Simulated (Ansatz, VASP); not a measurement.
Two plane-wave programs on Hf

```
CELL_PARAMETERS angstrom
3.19670 0.00000 0.00000
-1.59835 2.76842 0.00000
0.00000 0.00000 5.05780
ATOMIC_POSITIONS crystal
Hf 0.66667 0.33333 0.75000
Hf 0.33333 0.66667 0.25000
```

Alike in both runs: task relaxation of cell and atoms; functional RPBE; dispersion D3(BJ); k mesh 10 × 10 × 5; occupations fermi-dirac, width 0.05 eV; no spin polarisation.

|  | VASP | Ansatz |
| --- | --- | --- |
| version | VASP 6.6.1 | Ansatz 0.2.0 |
| potentials or method | VASP PAW PBE potentials, release 64 (Hf_pv) | Ansatz PAW |
| plane-wave cutoff (eV) | 600 | 420 |
| valence electrons in the cell | 20 | 52 |

|  | VASP | Ansatz | Ansatz less VASP |
| --- | --- | --- | --- |
| gap on the k mesh at the Fermi level, each at its own relaxed structure (eV) | none | none | - |
| relaxed volume (Å³/atom) | 18.04 | 18.10 | +0.069 |
| relaxed cell length with the largest relative difference (Å) | 4.742 | 4.749 | +0.0076 |

VASP's potentials were made for PBE, not for RPBE. A gap of «none» marks a metal or a gap that the smearing closes. VASP's potentials hold 20 valence electrons a cell and Ansatz's 52, so a difference there can come from the potentials and not from the codes.

Spin-orbit coupling is off throughout. Noted on VASP's run: the volume moved by over 15 % at a fixed basis, so the end points are rough. Noted on Ansatz's run: the volume moved by over 15 % at a fixed basis, so the end points are rough; the plane-wave basis is chosen anew once the cell has moved, so the energies of steps on either side of that aren't comparable.
